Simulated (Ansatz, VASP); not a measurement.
Two plane-wave programs on LaAgO3

INCAR

```
SYSTEM = LaAgO3
PREC     = Accurate       ! precision mode
ENCUT    = 520            ! plane-wave cutoff, eV
EDIFF    = 1E-6           ! SCF threshold, eV
ISMEAR   = -1             ! smearing method
SIGMA    = 0.15           ! smearing width, eV
LREAL    = .FALSE.        ! projectors in reciprocal space
LASPH    = .TRUE.         ! aspherical terms in the spheres
NELM     = 60             ! most SCF steps
ALGO     = Normal         ! electronic algorithm
ISIF     = 2              ! what is computed and relaxed
LWAVE    = .FALSE.        ! write WAVECAR
LCHARG   = .FALSE.        ! write CHGCAR
NBANDS   = 28             ! bands
```

KPOINTS

```
Automatic mesh
0
G
  6 6 6
  0 0 0
```

Contents of POSCAR:

```
LaAgO3
1.0
    4.1084440000      0.0000000000      0.0000000000
    0.0000000000      4.1084440000      0.0000000000
    0.0000000000      0.0000000000      4.1084440000
La Ag O
1 1 3
Direct
    0.5000000000      0.5000000000      0.5000000000
    0.0000000000      0.0000000000      0.0000000000
    0.5000000000      0.0000000000      0.0000000000
    0.0000000000      0.5000000000      0.0000000000
    0.0000000000      0.0000000000      0.5000000000
```

Input for Ansatz:

```yaml
crystal:
  lattice:
    - [4.108444, 0.0, 0.0]
    - [0.0, 4.108444, 0.0]
    - [0.0, 0.0, 4.108444]
  atoms:
    - { symbol: La, position: [0.5, 0.5, 0.5] }
    - { symbol: Ag, position: [0.0, 0.0, 0.0] }
    - { symbol: O, position: [0.5, 0.0, 0.0] }
    - { symbol: O, position: [0.0, 0.5, 0.0] }
    - { symbol: O, position: [0.0, 0.0, 0.5] }
basis:
  ecutwfc: 500.0
kpoints:
  mp_grid:
    grid: [6, 6, 6]
hamiltonian:
  xc: lda
  pseudopotentials:
    kind: paw
scf:
  occupations:
    method: fermi_dirac
    width: 0.15
output:
  stress: true
```

Alike in both runs: task single point; functional LDA; k mesh 6 × 6 × 6; occupations fermi-dirac, width 0.15 eV; no spin polarisation.

|  | VASP | Ansatz |
| --- | --- | --- |
| version | VASP 6.6.1 | Ansatz 0.2.0 |
| potentials or method | VASP PAW LDA potentials, release 64 (La, Ag, O), cutoff 520 eV | plane waves, PAW |
| valence electrons in the cell | 40 | 48 |

VASP gave:

```
pressure (GPa) : -12.6
```

Which values does Ansatz return?

Pressure (GPa): -12.5.

LDA's correlation is that of Perdew and Zunger in VASP and of Perdew and Wang (1992) in Ansatz. VASP's potentials hold 40 valence electrons a cell and Ansatz's 48, so a difference there can come from the potentials and not from the codes.

Spin-orbit coupling is off throughout.
